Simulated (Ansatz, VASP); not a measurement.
Pd in VASP and in Ansatz

File INCAR:

```
SYSTEM = Pd
PREC = Accurate
ENCUT = 520
EDIFF = 1E-6
ISMEAR = 0
SIGMA = 0.15
LREAL = .FALSE.
LASPH = .TRUE.
NELM = 100
ALGO = Fast
ISIF = 2
LWAVE = .FALSE.
LCHARG = .FALSE.
GGA = PE
NBANDS = 11
```

Contents of KPOINTS:

```
regular mesh
0
G
  20 20 20
  0 0 0
```

File POSCAR:

```
Pd
1.0
    0.0243112500      1.9449000000      1.9449000000
    1.9692112500      0.0000000000      1.9692112500
    1.9449000000      1.9449000000      0.0243112500
Pd
1
Direct
    0.0000000000      0.0000000000      0.0000000000
```

Input for Ansatz:

```yaml
crystal:
  lattice:
    - [0.02431125, 1.9449, 1.9449]
    - [1.96921125, 0.0, 1.96921125]
    - [1.9449, 1.9449, 0.02431125]
  atoms:
    - { symbol: Pd, position: [0.0, 0.0, 0.0] }
basis:
  ecutwfc: 420
kpoints:
  mp_grid: { grid: [20, 20, 20] }
hamiltonian:
  xc: pbe
scf:
  occupations: { method: gaussian, width: 0.15 }
output:
  forces: true
  stress: true
  eigenvalues: true
```

Change from the starting cell: strain +0.0250 x Voigt [0, 0, 0, 0, 1, 0], atoms carried along.

Alike in both runs: task single point; functional PBE; k mesh 20 × 20 × 20; occupations gaussian, width 0.15 eV; no spin polarisation.

|  | VASP | Ansatz |
| --- | --- | --- |
| version | VASP 6.6.1 | Ansatz 0.2.0 |
| potentials or method | VASP PAW PBE potentials, release 64 (Pd), cutoff 520 eV | scalar-relativistic, plane waves, PAW |
| valence electrons in the cell | 10 | 18 |

```csv
,VASP,Ansatz,Ansatz less VASP
gap on the k mesh at the Fermi level (eV),none,none,-
pressure (GPa),7.5,7.8,+0.31
"traceless stress, the component that is largest in VASP (GPa)",-2.04,-2.04,-0.008
```

A gap of «none» marks a metal or a gap that the smearing closes. The functional is the same, so the differences come from potentials, cutoffs and numerics. VASP's potentials hold 10 valence electrons a cell and Ansatz's 18, so a difference there can come from the potentials and not from the codes.
